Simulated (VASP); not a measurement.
# W (Im-3m) in VASP: further runs

W is run at these levels: PBE, r2SCAN; tasks: single point.

All numbers are computed with VASP 6.6.1; they aren't measurements. Logs are shortened: lines on timing, memory, paths and dates and some standing lists are left out, and cuts for length are marked.

### Step 1. The cell of the first run

Symmetry: Im-3m, No. 229, cubic system. The conventional cell has a = 3.247 Å, b = 3.247 Å, c = 3.247 Å, α = 90.00°, β = 90.00°, γ = 90.00°. W (site symmetry m-3m) has 14 W at 2.81 to 3.25 Å within 3.7 Å.

### Step 2. Single point, PBE

Input file INCAR:

```
ALGO = Normal
EDIFF = 1E-6
ENCUT = 520
GGA = PE
ISIF = 2
ISMEAR = -1
LASPH = T
LCHARG = F
LREAL = F
LWAVE = F
NBANDS = 13
NELM = 100
PREC = Accurate
SIGMA = 0.06122561905347299
```

Input file KPOINTS:

```
k-points
0
Gamma
  16 16 16
```

Input file POSCAR:

```
W
1.0
   -1.6234700484      1.6234700484      1.6234700484
    1.6234700484     -1.6234700484      1.6234700484
    1.6234700484      1.6234700484     -1.6234700484
W
1
Direct
    0.0000000000      0.0000000000      0.0000000000
```

Potentials or basis: VASP PAW PBE potentials, release 64 (W_sv).

Started as:

```bash
> cat potpaw_PBE.64/W_sv/POTCAR > POTCAR
> mpirun -np 1 vasp_std > vasp.out
```

OUTCAR:

```text
EDIFF = 1E-6
   ENCUT = 520
   GGA = PE
   ISIF = 2
   ISMEAR = -1
   LASPH = T
   LREAL = F
   NELM = 100
   PREC = Accurate

 ion  position               nearest neighbor table
   1  0.000  0.000  0.000-

  LATTYP: Found a body centered cubic cell.
 ALAT       =     3.2469400968

  Lattice vectors:

 A1 = (  -1.6234700484,   1.6234700484,   1.6234700484)
 A2 = (   1.6234700484,  -1.6234700484,   1.6234700484)
 A3 = (   1.6234700484,   1.6234700484,  -1.6234700484)

Analysis of symmetry for initial positions (statically):
=====================================================================
 Subroutine PRICEL returns:
 Original cell was already a primitive cell.

 Routine SETGRP: Setting up the symmetry group for a
 body centered cubic supercell.

 Subroutine GETGRP returns: Found 48 space group operations
 (whereof 48 operations were pure point group operations)
 out of a pool of 48 trial point group operations.

The static configuration has the point symmetry O_h .

Analysis of symmetry for dynamics (positions and initial velocities):
=====================================================================
 Subroutine PRICEL returns:
 Original cell was already a primitive cell.

 Routine SETGRP: Setting up the symmetry group for a
 body centered cubic supercell.

 Subroutine GETGRP returns: Found 48 space group operations
 (whereof 48 operations were pure point group operations)
 out of a pool of 48 trial point group operations.

The dynamic configuration has the point symmetry O_h .

 Subroutine INISYM returns: Found 48 space group operations
 (whereof 48 operations are pure point group operations),
 and found     1 'primitive' translations

----------------------------------------------------------------------------------------

                                     Primitive cell

  volume of cell :      17.1156

  direct lattice vectors                    reciprocal lattice vectors
    -1.623470048  1.623470048  1.623470048     0.000000000  0.307982276  0.307982276
     1.623470048 -1.623470048  1.623470048     0.307982276  0.000000000  0.307982276
     1.623470048  1.623470048 -1.623470048     0.307982276  0.307982276  0.000000000

  length of vectors
     2.811932608  2.811932608  2.811932608     0.435552711  0.435552711  0.435552711

  position of ions in fractional coordinates (direct lattice)
     0.000000000  0.000000000  0.000000000

  ion indices of the primitive-cell ions
   primitive index   ion index
                 1           1

----------------------------------------------------------------------------------------

 KPOINTS: k-points

Automatic generation of k-mesh.
 Grid dimensions read from file:
 generate k-points for:   16   16   16

 Generating k-lattice:

  Cartesian coordinates                     Fractional coordinates (reciprocal lattice)
     0.000000000  0.019248892  0.019248892     0.062500000  0.000000000  0.000000000
     0.019248892  0.000000000  0.019248892     0.000000000  0.062500000  0.000000000
     0.019248892  0.019248892  0.000000000     0.000000000  0.000000000  0.062500000

  Length of vectors
     0.027222044  0.027222044  0.027222044

  Shift w.r.t. Gamma in fractional coordinates (k-lattice)
     0.000000000  0.000000000  0.000000000

 Subroutine IBZKPT returns following result:
 ===========================================

 Found    145 irreducible k-points:

 Following reciprocal coordinates:
            Coordinates               Weight
  0.000000  0.000000  0.000000      1.000000
  0.062500  0.000000  0.000000     12.000000
  0.125000  0.000000  0.000000     12.000000
  0.187500  0.000000  0.000000     12.000000
  0.250000  0.000000  0.000000     12.000000
  0.312500  0.000000  0.000000     12.000000
[... 16 lines left out ...]
  0.187500  0.187500  0.000000     24.000000
  0.250000  0.187500  0.000000     48.000000
 [... further k-points ...]
   k-points           NKPTS =    145   k-points in BZ     NKDIM =    145   number of bands    NBANDS=     13
   number of dos      NEDOS =    301   number of ions     NIONS =      1
   total plane-waves  NPLWV =  13824
   dimension x,y,z NGX =    24 NGY =   24 NGZ =   24
   dimension x,y,z NGXF=    48 NGYF=   48 NGZF=   48
   ions per type =               1
   NGX,Y,Z   is equivalent  to a cutoff of  14.19, 14.19, 14.19 a.u.
   NGXF,Y,Z  is equivalent  to a cutoff of  28.38, 28.38, 28.38 a.u.
 SYSTEM =  unknown system
   PREC   = accura    normal or accurate (medium, high low for compatibility)
   ISTART =      0    job   : 0-new  1-cont  2-samecut
   ICHARG =      2    charge: 1-file 2-atom 10-const
   ISPIN  =      1    spin polarized calculation?
   LNONCOLLINEAR =      F non collinear calculations
   LSORBIT =      F    spin-orbit coupling
   LASPH  =      T    aspherical Exc in radial PAW
   ENCUT  =  520.0 eV  38.22 Ry    6.18 a.u.   5.23  5.23  5.23*2*pi/ulx,y,z
   NELM   =    100;   NELMIN=  2; NELMDL= -5     # of ELM steps
   EDIFF  = 0.1E-05   stopping-criterion for ELM
   LREAL  =      F    real-space projection
   EDIFFG = 0.1E-04   stopping-criterion for IOM
   NSW    =      0    number of steps for IOM
   IBRION =     -1    ionic relax: 0-MD 1-quasi-New 2-CG
   NFREE  =      0    steps in history (QN), initial steepest desc. (CG)
   ISIF   =      2    stress and relaxation
   ISYM   =      2    0-nonsym 1-usesym 2-fastsym
   POTIM  = 0.5000    time-step for ionic-motion
   TEBEG  =    0.0;   TEEND  =   0.0 temperature during run
   PSTRESS=    0.0 pullay stress
   NELECT =      14.0000    total number of electrons
   NUPDOWN=      -1.0000    fix difference up-down
   EMIN   =  10.00;   EMAX   =-10.00  energy-range for DOS
   EFERMI =   0.00;   METHOD = LEGACY
   ISMEAR =    -1;   SIGMA  =   0.06  broadening in eV -4-tet -1-fermi 0-gaus
   EFERMI_NEDOS =   21; number of points for ismear=-14 and -15
   IALGO  =     38    algorithm
   IMIX   =      4    mixing-type and parameters
     AMIX     =   0.40;   BMIX     =  1.00
     AMIX_MAG =   1.60;   BMIX_MAG =  1.00
  volume/ion in A,a.u.               =      17.12       115.50
  Fermi-wavevector in a.u.,A,eV,Ry     =   1.531040  2.893246 31.893196  2.344084
  Thomas-Fermi vector in A             =   2.638440
   LORBIT       =      0    0 simple, 1 ext, 2 COOP (PROOUT), +10 PAW based schemes
   GGA     = PE    functional components
   LHFCALC =     F    Hartree Fock is set to
   AEXX    =    0.0000 exact exchange contribution
   IVDW    =     0    specifies the selected vdW correction
   LEPSILON=     F    determine dielectric tensor
   LRPA    =     F    only Hartree local field effects (RPA)
 non-spin polarized calculation
  energy-cutoff  :      520.00
  volume of cell :       17.12
 maximum number of plane-waves:       474
 NGX is ok and might be reduce to    24
   NGX = 11   NGY = 11   NGZ = 11

 number of electron      13.9999998 magnetization

 Free energy of the ion-electron system (eV)
  ---------------------------------------------------
  ext. energy  EPLUGINS =         0.00000000
  ---------------------------------------------------
  free energy    TOTEN  =       -12.91172452 eV

  energy without entropy =      -12.90496890  energy(sigma->0) =      -12.90834671

 E-fermi :  10.3680     XC(G=0): -13.2120

 val. band max:       10.3361686603   @ k =  -0.3125   0.3125   0.2500
 cond. band min:      10.3723498692   @ k =  -0.1250   0.1875   0.0625
 fundamental gap:      0.0361812089
 Fermi energy:        10.3679750077

 k-point     1 :       0.0000    0.0000    0.0000
  band No.  band energies     occupation
      1     -63.9325      2.00000
      2     -27.5928      2.00000
      3     -27.5928      2.00000
      4     -27.5928      2.00000
      5       1.1582      2.00000
      6       9.2529      2.00000
      7       9.2529      2.00000
      8       9.2529      2.00000
      9      12.4416      0.00000
     10      12.4416      0.00000
     11      24.7011      0.00000
     12      24.7011      0.00000
     13      24.7011      0.00000

 k-point     2 :       0.0625    0.0000    0.0000
  band No.  band energies     occupation
      1     -63.9288      2.00000
      2     -27.6332      2.00000
      3     -27.6056      2.00000
      4     -27.5929      2.00000
      5       1.3308      2.00000
      6       9.1507      2.00000
      7       9.2299      2.00000
      8       9.4177      2.00000
      9      12.2835      0.00000
     10      12.4437      0.00000
     11      24.8421      0.00000
     12      24.9957      0.00000
     13      25.0955      0.00000

 k-point     3 :       0.1250    0.0000    0.0000
  band No.  band energies     occupation
      1     -63.9186      2.00000
      2     -27.7471      2.00000
      3     -27.6422      2.00000
      4     -27.5932      2.00000
      5       1.8271      2.00000
      6       8.8730      2.00000
      7       9.1239      2.00000
      8       9.9050      1.99896
      9      11.9691      0.00000
     10      12.4593      0.00000
     11      25.1610      0.00000
     12      25.8472      0.00000
     13      26.0335      0.00000
[... 305 lines left out ...]
 k-point    23 :       0.1875    0.1875    0.0000
  band No.  band energies     occupation
      1     -63.8627      2.00000
      2     -28.2753      2.00000
      3     -27.8349      2.00000
      4     -27.6648      2.00000
      5       4.6642      2.00000
      6       7.7749      2.00000
      7       8.0746      2.00000
      8      11.5837      0.00000
      9      13.0793      0.00000
     10      13.7096      0.00000
     11      23.5117      0.00000
     12      25.7709      0.00000
     13      27.6766      0.00000

 k-point    24 :       0.2500    0.1875    0.0000
  band No.  band energies     occupation
      1     -63.8485      2.00000
      2     -28.3751      2.00000
      3     -27.9187      2.00000
      4     -27.6779      2.00000
      5       5.2927      2.00000
      6       7.5209      2.00000
      7       8.1863      2.00000
      8      11.8122      0.00000
      9      13.1551      0.00000
     10      15.1338      0.00000
     11      21.9390      0.00000
     12      24.7434      0.00000
     13      26.5056      0.00000

 [... further k-points ...]

------------------------ aborting loop because EDIFF is reached ----------------------------------------

  FORCE on cell =-STRESS in cart. coord.  units (eV):
  Direction    XX          YY          ZZ          XY          YZ          ZX
  --------------------------------------------------------------------------------------
  -------------------------------------------------------------------------------------
  Total       -1.6594730     -1.6594730     -1.6594730     -0.0000000     -0.0000000     -0.0000000
  in kB     -155.3416628   -155.3416628   -155.3416628     -0.0000000     -0.0000000     -0.0000000
  external PRESSURE =    -155.3416628 kB  Pullay stress =       0.0000000 kB

 VOLUME and BASIS-vectors are now :
 -----------------------------------------------------------------------------
  energy-cutoff  :      520.00
  volume of cell :       17.12
      direct lattice vectors                 reciprocal lattice vectors
    -1.623470048  1.623470048  1.623470048     0.000000000  0.307982276  0.307982276
     1.623470048 -1.623470048  1.623470048     0.307982276  0.000000000  0.307982276
     1.623470048  1.623470048 -1.623470048     0.307982276  0.307982276  0.000000000

 POSITION                                       TOTAL-FORCE (eV/Angst)
 -----------------------------------------------------------------------------------
      0.00000      0.00000      0.00000         0.000000     -0.000000      0.000000
 -----------------------------------------------------------------------------------
    total drift:                                0.000000      0.000000      0.000000

  FREE ENERGIE OF THE ION-ELECTRON SYSTEM (eV)
  ---------------------------------------------------
  free  energy   TOTEN  =       -12.9117245164 eV

  energy  without entropy=      -12.9049688965  energy(sigma->0) =      -12.90834671
```

Wall time 8.8 s (1 thread of Intel Xeon 6975P-C (Granite Rapids), shared host); peak memory 0.16 GiB.

Results:

| Item | Value |
| --- | --- |
| Free energy | -12.9117 eV |
| Pressure | -15.5 GPa |
| Band gap on the k mesh | zero (band 7 reaches 14.99 eV, above the bottom of band 8 at 9.25 eV) |

Caveat: spin-orbit coupling is left out, which moves the levels of the heavy elements.

### Step 3. Single point, r2SCAN

This run uses another cell than the first one, of 14.86 Å³/atom, 0.868 times its volume.

Input file POSCAR:

```
W
1.0
   -1.5485964810      1.5485964810      1.5485964810
    1.5485964810     -1.5485964810      1.5485964810
    1.5485964810      1.5485964810     -1.5485964810
W
1
Direct
    0.0000000000      0.0000000000      0.0000000000
```

Input file INCAR.step1:

```
SYSTEM = W
ALGO = Normal
EDIFF = 1E-4
ENCUT = 520
GGA = PE
ISMEAR = -1
LASPH = .TRUE.
LCHARG = .FALSE.
LREAL = .FALSE.
LWAVE = .TRUE.
NBANDS = 13
NELM = 80
PREC = Accurate
SIGMA = 0.1
```

Input file INCAR.step2:

```
SYSTEM = W
ALGO = Normal
EDIFF = 1E-6
ENCUT = 520
ISIF = 2
ISMEAR = -1
ISTART = 1
LASPH = .TRUE.
LCHARG = .FALSE.
LMIXTAU = .TRUE.
LREAL = .FALSE.
LWAVE = .FALSE.
METAGGA = R2SCAN
NBANDS = 13
NELM = 80
PREC = Accurate
SIGMA = 0.1
```

Input file KPOINTS:

```
k-points
0
G
  15 15 15
  0 0 0
```

Potentials or basis: VASP PAW PBE potentials, release 64 (W_sv).

Started as:

```bash
> cat potpaw_PBE.64/W_sv/POTCAR > POTCAR
> cp INCAR.step1 INCAR
> mpirun -np 1 vasp_std > vasp.out
> cp INCAR.step2 INCAR
> mpirun -np 1 vasp_std > vasp.out
```

It took 38 s on 1 thread of Intel Xeon 6975P-C (Granite Rapids), shared host; peak memory 0.13 GiB.

The run converged. Its results:

```yaml
Free_energy: -51.2680 eV
Pressure: 27.0 GPa
Band_gap_on_the_k_mesh: zero (band 7 reaches 17.49 eV, above the bottom of band 8 at 10.85 eV)
```

Levels at points of the mesh, in eV from the Fermi level:
```tsv
k point	band 3	band 4	band 5	band 6	band 7	band 8	band 9	band 10	band 11	band 12
(0.00, 0.00, 0.00)	-38.76	-38.76	-10.46	-1.37	-1.37	-1.37	2.73	2.73	15.42	15.42
```

Caveat: the PAW data sets were made with another functional, which shifts forces and pressure a little; spin-orbit coupling is left out, which moves the levels of the heavy elements.
